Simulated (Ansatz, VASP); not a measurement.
# NiO2 in VASP and in Ansatz

```
Ni O
1.0
     1.40213    0.80952    6.97429
    -1.40213    0.80952    6.97429
     0.00000   -1.61904    6.97429
Ni O
1 2
Direct
  0.00000 0.00000 0.00000
  0.62121 0.62121 0.62121
  0.37879 0.37879 0.37879
```

Alike in both runs: task single point; functional LDA; k mesh 9 × 9 × 9; occupations fermi-dirac, width 0.1 eV; collinear spin; Hubbard terms Ni d U = 5.0 eV.

|  | VASP | Ansatz |
| --- | --- | --- |
| version | VASP 6.6.1 | Ansatz 0.2.0 |
| potentials or method | VASP PAW LDA potentials, release 64 (Ni, O), cutoff 600 eV | plane waves, PAW |
| valence electrons in the cell | 22 | 30 |

|  | VASP | Ansatz | Ansatz less VASP |
| --- | --- | --- | --- |
| pressure (GPa) | -12.0 | -7.5 | +4.53 |
| traceless stress, the component that is largest in VASP (GPa) | 3.81 | 2.31 | -1.497 |
| rms of the force components (eV/Å) | 0.582 | 0.379 | -0.2038 |
| net moment per atom (μB) | 0.00 | 0.00 | 0.000 |

LDA's correlation is that of Perdew and Zunger in VASP and of Perdew and Wang (1992) in Ansatz. The programs project onto different local orbitals, so the same U acts differently, and such runs can settle in different states. Atom by atom the forces differ by 0.204 eV/Å (rms over components). VASP's potentials hold 22 valence electrons a cell and Ansatz's 30, so a difference there can come from the potentials and not from the codes. Ansatz's warnings: seeded moment not kept.
